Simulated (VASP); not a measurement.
# SiC (P6_3mc) in VASP: notebook

Runs on SiC. Level: PBE. Tasks: single point.

Everything below comes from runs of VASP 6.6.1. Logs are shortened: lines on timing, memory, paths and dates and some standing lists are left out, and cuts for length are marked.

## 1. The cell of the first run

The structure is hexagonal, space group P6_3mc (No. 186). The conventional cell has a = 3.076 Å, b = 3.076 Å, c = 10.071 Å, α = 90.00°, β = 90.00°, γ = 120.00°. Si (site symmetry 3m) has 4 C at 1.88 to 1.89 Å within 2.5 Å. Within 2.5 Å of Si (site symmetry 3m) lie 4 C at 1.88 to 1.89 Å. Within 2.5 Å of C (site symmetry 3m) lie 4 Si at 1.88 to 1.89 Å. Within 2.5 Å of C (site symmetry 3m) lie 4 Si at 1.88 to 1.89 Å.

## 2. Single point, PBE

Contents of INCAR:

```
ALGO = Normal
EDIFF = 1E-7
ENCUT = 520
GGA = PE
ISIF = 2
ISMEAR = 0
LASPH = T
LCHARG = T
LELF = T
LREAL = F
LVHAR = T
LWAVE = F
NBANDS = 26
NELM = 80
PREC = Accurate
SIGMA = 0.01
```

Contents of KPOINTS:

```
k-points
0
Gamma
  12 12 2
```

Contents of POSCAR:

```
SiC
1.0
    3.0756941500      0.0000000000      0.0000000000
   -1.5378470700      2.6636292700      0.0000000000
    0.0000000000      0.0000000000     10.0706464800
Si C
4 4
Direct
    0.6666666685      0.3333333283      0.9378419795
    0.3333333264      0.6666666679      0.4378419795
    0.0000000000      0.0000000000      0.6878943803
    0.0000000000      0.0000000000      0.1878943803
    0.6666666685      0.3333333283      0.7498025896
    0.3333333264      0.6666666679      0.2498025896
    0.0000000000      0.0000000000      0.5004600499
    0.0000000000      0.0000000000      0.0004600499
```

Potentials or basis: VASP PAW PBE potentials, release 64 (Si, C).

On the command line:

```console
$ cat potpaw_PBE.64/Si/POTCAR potpaw_PBE.64/C/POTCAR > POTCAR
$ mpirun -np 1 vasp_std > vasp.out
```

OUTCAR:

```text
EDIFF = 1E-7
   ENCUT = 520
   GGA = PE
   ISIF = 2
   ISMEAR = 0
   LASPH = T
   LREAL = F
   NELM = 80
   PREC = Accurate

 ion  position               nearest neighbor table
   1  0.667  0.333  0.938-   8 1.88   8 1.88   8 1.88   5 1.89   3 3.08   3 3.08   3 3.08   4 3.08
                             4 3.08   4 3.08
   2  0.333  0.667  0.438-   7 1.88   7 1.88   7 1.88   6 1.89   4 3.08   4 3.08   4 3.08   3 3.08
                             3 3.08   3 3.08
   3  0.000  0.000  0.688-   5 1.88   5 1.88   5 1.88   7 1.89   1 3.08   1 3.08   1 3.08   2 3.08
                             2 3.08   2 3.08
   4  0.000  0.000  0.188-   6 1.88   6 1.88   6 1.88   8 1.89   2 3.08   2 3.08   2 3.08   1 3.08
                             1 3.08   1 3.08
   5  0.667  0.333  0.750-   3 1.88   3 1.88   3 1.88   1 1.89
   6  0.333  0.667  0.250-   4 1.88   4 1.88   4 1.88   2 1.89
   7  0.000  0.000  0.500-   2 1.88   2 1.88   2 1.88   3 1.89
   8  0.000  0.000  0.000-   1 1.88   1 1.88   1 1.88   4 1.89

  LATTYP: Found a hexagonal cell.
 ALAT       =     3.0756941500
 C/A-ratio  =     3.2742678527

  Lattice vectors:

 A1 = (   3.0756941500,   0.0000000000,   0.0000000000)
 A2 = (  -1.5378470700,   2.6636292700,   0.0000000000)
 A3 = (   0.0000000000,   0.0000000000,  10.0706464800)

Analysis of symmetry for initial positions (statically):
=====================================================================
 Subroutine PRICEL returns:
 Original cell was already a primitive cell.

 Routine SETGRP: Setting up the symmetry group for a
 hexagonal supercell.

 Subroutine GETGRP returns: Found 12 space group operations
 (whereof  6 operations were pure point group operations)
 out of a pool of 24 trial point group operations.

The static configuration has the point symmetry C_3v.
 The point group associated with its full space group is C_6v.

Analysis of symmetry for dynamics (positions and initial velocities):
=====================================================================
 Subroutine PRICEL returns:
 Original cell was already a primitive cell.

 Routine SETGRP: Setting up the symmetry group for a
 hexagonal supercell.

 Subroutine GETGRP returns: Found 12 space group operations
 (whereof  6 operations were pure point group operations)
 out of a pool of 24 trial point group operations.

The dynamic configuration has the point symmetry C_3v.
 The point group associated with its full space group is C_6v.

 Subroutine INISYM returns: Found 12 space group operations
 (whereof  6 operations are pure point group operations),
 and found     1 'primitive' translations

----------------------------------------------------------------------------------------

                                     Primitive cell

  volume of cell :      82.5039

  direct lattice vectors                    reciprocal lattice vectors
     3.075694150  0.000000000  0.000000000     0.325129857  0.187713810  0.000000000
    -1.537847070  2.663629270  0.000000000     0.000000000  0.375427621  0.000000000
     0.000000000  0.000000000 10.070646480     0.000000000  0.000000000  0.099298491

  length of vectors
     3.075694150  3.075694149 10.070646480     0.375427621  0.375427621  0.099298491

  position of ions in fractional coordinates (direct lattice)
     0.666666668  0.333333328  0.937841980
     0.333333326  0.666666668  0.437841980
     0.000000000  0.000000000  0.687894380
     0.000000000  0.000000000  0.187894380
     0.666666668  0.333333328  0.749802590
     0.333333326  0.666666668  0.249802590
     0.000000000  0.000000000  0.500460050
     0.000000000  0.000000000  0.000460050

  ion indices of the primitive-cell ions
   primitive index   ion index
                 1           1
                 2           2
                 3           3
                 4           4
                 5           5
                 6           6
                 7           7
                 8           8

----------------------------------------------------------------------------------------

 KPOINTS: k-points

Automatic generation of k-mesh.
 Grid dimensions read from file:
 generate k-points for:   12   12    2

 Generating k-lattice:

  Cartesian coordinates                     Fractional coordinates (reciprocal lattice)
     0.027094155  0.015642817  0.000000000     0.083333333  0.000000000  0.000000000
     0.000000000  0.031285635  0.000000000     0.000000000  0.083333333  0.000000000
     0.000000000  0.000000000  0.049649246     0.000000000  0.000000000  0.500000000

  Length of vectors
     0.031285635  0.031285635  0.049649246

  Shift w.r.t. Gamma in fractional coordinates (k-lattice)
     0.000000000  0.000000000  0.000000000

 Subroutine IBZKPT returns following result:
 ===========================================

 Found     38 irreducible k-points:

 Following reciprocal coordinates:
            Coordinates               Weight
  0.000000  0.000000  0.000000      1.000000
  0.083333  0.000000  0.000000      6.000000
  0.166667  0.000000  0.000000      6.000000
  0.250000  0.000000  0.000000      6.000000
  0.333333  0.000000  0.000000      6.000000
  0.416667  0.000000  0.000000      6.000000
[... 16 lines left out ...]
  0.250000  0.000000  0.500000      6.000000
  0.333333  0.000000  0.500000      6.000000
 [... further k-points ...]
   k-points           NKPTS =     38   k-points in BZ     NKDIM =     38   number of bands    NBANDS=     26
   number of dos      NEDOS =    301   number of ions     NIONS =      8
   total plane-waves  NPLWV =  46080
   dimension x,y,z NGX =    24 NGY =   24 NGZ =   80
   dimension x,y,z NGXF=    48 NGYF=   48 NGZF=  160
   ions per type =               4   4
   NGX,Y,Z   is equivalent  to a cutoff of  12.97, 12.97, 13.21 a.u.
   NGXF,Y,Z  is equivalent  to a cutoff of  25.94, 25.94, 26.41 a.u.
 SYSTEM =  unknown system
   PREC   = accura    normal or accurate (medium, high low for compatibility)
   ISTART =      0    job   : 0-new  1-cont  2-samecut
   ICHARG =      2    charge: 1-file 2-atom 10-const
   ISPIN  =      1    spin polarized calculation?
   LNONCOLLINEAR =      F non collinear calculations
   LSORBIT =      F    spin-orbit coupling
   LASPH  =      T    aspherical Exc in radial PAW
   ENCUT  =  520.0 eV  38.22 Ry    6.18 a.u.   5.72  5.72 18.72*2*pi/ulx,y,z
   NELM   =     80;   NELMIN=  2; NELMDL= -5     # of ELM steps
   EDIFF  = 0.1E-06   stopping-criterion for ELM
   LREAL  =      F    real-space projection
   EDIFFG = 0.1E-05   stopping-criterion for IOM
   NSW    =      0    number of steps for IOM
   IBRION =     -1    ionic relax: 0-MD 1-quasi-New 2-CG
   NFREE  =      0    steps in history (QN), initial steepest desc. (CG)
   ISIF   =      2    stress and relaxation
   ISYM   =      2    0-nonsym 1-usesym 2-fastsym
   POTIM  = 0.5000    time-step for ionic-motion
   TEBEG  =    0.0;   TEEND  =   0.0 temperature during run
   PSTRESS=    0.0 pullay stress
   NELECT =      32.0000    total number of electrons
   NUPDOWN=      -1.0000    fix difference up-down
   EMIN   =  10.00;   EMAX   =-10.00  energy-range for DOS
   EFERMI =   0.00;   METHOD = LEGACY
   ISMEAR =     0;   SIGMA  =   0.01  broadening in eV -4-tet -1-fermi 0-gaus
   EFERMI_NEDOS =   21; number of points for ismear=-14 and -15
   IALGO  =     38    algorithm
   IMIX   =      4    mixing-type and parameters
     AMIX     =   0.40;   BMIX     =  1.00
     AMIX_MAG =   1.60;   BMIX_MAG =  1.00
  volume/ion in A,a.u.               =      10.31        69.60
  Fermi-wavevector in a.u.,A,eV,Ry     =   1.193897  2.256138 19.393597  1.425389
  Thomas-Fermi vector in A             =   2.329900
   LORBIT       =      0    0 simple, 1 ext, 2 COOP (PROOUT), +10 PAW based schemes
   GGA     = PE    functional components
   LHFCALC =     F    Hartree Fock is set to
   AEXX    =    0.0000 exact exchange contribution
   IVDW    =     0    specifies the selected vdW correction
   LEPSILON=     F    determine dielectric tensor
   LRPA    =     F    only Hartree local field effects (RPA)
 non-spin polarized calculation
 Gauss-broadening in eV      SIGMA  =   0.01
  energy-cutoff  :      520.00
  volume of cell :       82.50
 maximum number of plane-waves:      2248
 NGX is ok and might be reduce to    24
   NGX = 11   NGY = 11   NGZ = 37

 number of electron      32.0000000 magnetization

 Free energy of the ion-electron system (eV)
  ---------------------------------------------------
  ext. energy  EPLUGINS =         0.00000000
  ---------------------------------------------------
  free energy    TOTEN  =       -60.23070435 eV

  energy without entropy =      -60.23070435  energy(sigma->0) =      -60.23070435

 E-fermi :   8.2790     XC(G=0): -11.3672

 val. band max:        8.2108951359   @ k =   0.0000   0.0000   0.0000
 cond. band min:      10.4363465057   @ k =   0.5000   0.0000   0.0000
 fundamental gap:      2.2254513698
 Fermi energy:         8.2789874870

 k-point     1 :       0.0000    0.0000    0.0000
  band No.  band energies     occupation
      1      -7.2953      2.00000
      2      -6.1154      2.00000
      3      -6.0789      2.00000
      4      -3.7187      2.00000
      5      -0.4170      2.00000
      6       3.8235      2.00000
[... 18 lines left out ...]
     25      15.6253      0.00000
     26      16.2824      0.00000

 k-point     2 :       0.0833    0.0000    0.0000
  band No.  band energies     occupation
      1      -7.1744      2.00000
      2      -5.9985      2.00000
      3      -5.9615      2.00000
      4      -3.6166      2.00000
      5      -0.3059      2.00000
      6       3.8613      2.00000
[... 18 lines left out ...]
     25      15.6633      0.00000
     26      16.2141      0.00000

 k-point     3 :       0.1667    0.0000    0.0000
  band No.  band energies     occupation
      1      -6.8146      2.00000
      2      -5.6520      2.00000
      3      -5.6130      2.00000
      4      -3.3195      2.00000
      5       0.0177      2.00000
      6       3.8402      2.00000
[... 18 lines left out ...]
     25      16.2678      0.00000
     26      16.4028      0.00000

 k-point     4 :       0.2500    0.0000    0.0000
  band No.  band energies     occupation
      1      -6.2267      2.00000
      2      -5.0914      2.00000
      3      -5.0482      2.00000
      4      -2.8654      2.00000
      5       0.5046      2.00000
      6       2.9196      2.00000
[... 18 lines left out ...]
     25      16.7358      0.00000
     26      17.2939      0.00000

 k-point     5 :       0.3333    0.0000    0.0000
  band No.  band energies     occupation
      1      -5.4363      2.00000
      2      -4.3585      2.00000
      3      -4.3057      2.00000
      4      -2.3757      2.00000
      5       0.8370      2.00000
      6       1.5509      2.00000
[... 18 lines left out ...]
     25      16.9287      0.00000
     26      17.2371      0.00000

 k-point     6 :       0.4167    0.0000    0.0000
  band No.  band energies     occupation
      1      -4.5165      2.00000
      2      -3.5973      2.00000
      3      -3.5082      2.00000
      4      -2.2039      2.00000
      5       0.1657      2.00000
      6       0.5238      2.00000
[... 427 lines left out ...]
 k-point    21 :       0.0833    0.0000    0.5000
  band No.  band energies     occupation
      1      -6.8700      2.00000
      2      -6.8700      2.00000
      3      -4.6284      2.00000
      4      -4.6284      2.00000
      5       1.1862      2.00000
      6       1.1862      2.00000
[... 18 lines left out ...]
     25      15.7731      0.00000
     26      15.7731      0.00000

 k-point    22 :       0.1667    0.0000    0.5000
  band No.  band energies     occupation
      1      -6.5130      2.00000
      2      -6.5130      2.00000
      3      -4.3020      2.00000
      4      -4.3020      2.00000
      5       1.4348      2.00000
      6       1.4348      2.00000
[... 18 lines left out ...]
     25      16.2233      0.00000
     26      16.2233      0.00000

 k-point    23 :       0.2500    0.0000    0.5000
  band No.  band energies     occupation
      1      -5.9307      2.00000
      2      -5.9307      2.00000
      3      -3.7846      2.00000
      4      -3.7846      2.00000
      5       1.6722      2.00000
      6       1.6722      2.00000
[... 18 lines left out ...]
     25      16.8018      0.00000
     26      16.8018      0.00000

 k-point    24 :       0.3333    0.0000    0.5000
  band No.  band energies     occupation
      1      -5.1517      2.00000
      2      -5.1517      2.00000
      3      -3.1500      2.00000
      4      -3.1500      2.00000
      5       1.1639      2.00000
      6       1.1639      2.00000
[... 18 lines left out ...]
     25      16.5760      0.00000
     26      16.5760      0.00000

 [... further k-points ...]
[... 5 lines left out ...]
  --------------------------------------------------------------------------------------
  -------------------------------------------------------------------------------------
  Total        2.0078156      2.0078156      1.9516501      0.0000000     -0.0000000      0.0000000
  in kB       38.9906200     38.9906200     37.8999179      0.0000001     -0.0000000      0.0000000
  external PRESSURE =      38.6270526 kB  Pullay stress =       0.0000000 kB

 VOLUME and BASIS-vectors are now :
 -----------------------------------------------------------------------------
  energy-cutoff  :      520.00
  volume of cell :       82.50
      direct lattice vectors                 reciprocal lattice vectors
     3.075694150  0.000000000  0.000000000     0.325129857  0.187713810  0.000000000
    -1.537847070  2.663629270  0.000000000     0.000000000  0.375427621  0.000000000
     0.000000000  0.000000000 10.070646480     0.000000000  0.000000000  0.099298491

 POSITION                                       TOTAL-FORCE (eV/Angst)
 -----------------------------------------------------------------------------------
      1.53785      0.88788      9.44468        -0.000000      0.000000     -0.003278
     -0.00000      1.77575      4.40935        -0.000000     -0.000000     -0.003278
      0.00000      0.00000      6.92754        -0.000000      0.000000      0.000271
      0.00000      0.00000      1.89222         0.000000     -0.000000      0.000271
      1.53785      0.88788      7.55100         0.000000     -0.000000      0.004355
     -0.00000      1.77575      2.51567        -0.000000      0.000000      0.004355
      0.00000      0.00000      5.03996        -0.000000      0.000000     -0.001348
      0.00000      0.00000      0.00463         0.000000     -0.000000     -0.001348
 -----------------------------------------------------------------------------------
    total drift:                                0.000003      0.000003      0.000017

  FREE ENERGIE OF THE ION-ELECTRON SYSTEM (eV)
  ---------------------------------------------------
  free  energy   TOTEN  =       -60.2307043495 eV

  energy  without entropy=      -60.2307043495  energy(sigma->0) =      -60.23070435
```

Wall time 59 s (1 thread of Intel Xeon Platinum 8375C at 2.90GHz (Ice Lake), shared host); peak memory 0.22 GiB.

What came out:

* Free energy: -60.2307 eV
* Pressure: 3.9 GPa
* Largest force: 0.004 eV/Å
* Band gap on the k mesh: 2.23 eV, indirect (least direct gap 3.35 eV)

Forces on the atoms (eV/Å):
```
Si   0.000  0.000 -0.003
Si   0.000  0.000 -0.003
Si   0.000  0.000  0.000
Si   0.000  0.000  0.000
C    0.000  0.000  0.004
C    0.000  0.000  0.004
C    0.000  0.000 -0.001
C    0.000  0.000 -0.001
```

Stress tensor (GPa, compression positive):
```
3.90 0.00 0.00
0.00 3.90 0.00
0.00 0.00 3.79
```

## 3. Single point, PBE

Contents of INCAR:

```
SYSTEM = SiC
PREC = Accurate
ENCUT = 520
EDIFF = 1E-6
ISMEAR = 0
SIGMA = 0.01
LREAL = .FALSE.
LASPH = .TRUE.
NELM = 60
ALGO = Normal
ISIF = 2
LWAVE = .FALSE.
LCHARG = .FALSE.
GGA = PE
NBANDS = 26
```

Contents of KPOINTS:

```
Automatic mesh
0
G
  12 12 2
  0 0 0
```

POSCAR is that of step 2.

Potentials or basis: VASP PAW PBE potentials, release 64 (Si, C).

On the command line:

```console
$ cat potpaw_PBE.64/Si/POTCAR potpaw_PBE.64/C/POTCAR > POTCAR
$ mpirun -np 1 vasp_std > vasp.out
```

It took 52 s on 1 thread of Intel Xeon Platinum 8375C at 2.90GHz (Ice Lake), shared host; peak memory 0.22 GiB.

The run converged. Its results:

```
Free energy            : -60.2307 eV
Pressure               : 3.9 GPa
Largest force          : 0.004 eV/Å
Band gap on the k mesh : 2.23 eV, indirect (least direct gap 3.35 eV)
```

Forces on the atoms (eV/Å):
```
Si   0.000  0.000 -0.003
Si   0.000  0.000 -0.003
Si   0.000  0.000  0.000
Si   0.000  0.000  0.000
C    0.000  0.000  0.004
C    0.000  0.000  0.004
C    0.000  0.000 -0.001
C    0.000  0.000 -0.001
```

Stress tensor (GPa, compression positive):
```
3.90 0.00 0.00
0.00 3.90 0.00
0.00 0.00 3.79
```

Levels at points of the mesh, in eV from the valence-band top:
```
           k point  band 14  band 15  band 16  band 17  band 18  band 19
(0.00, 0.00, 0.00)    -0.05     0.00     0.00     5.12     5.70     6.32
(0.50, 0.00, 0.00)    -2.22    -1.58    -1.12     2.23     2.36     4.23
(0.00, 0.00, 0.50)    -0.21    -0.21    -0.21     5.32     5.32     6.79
(0.50, 0.00, 0.50)    -2.50    -1.55    -1.55     2.64     2.64     4.22
```

A k mesh can miss the band edges.
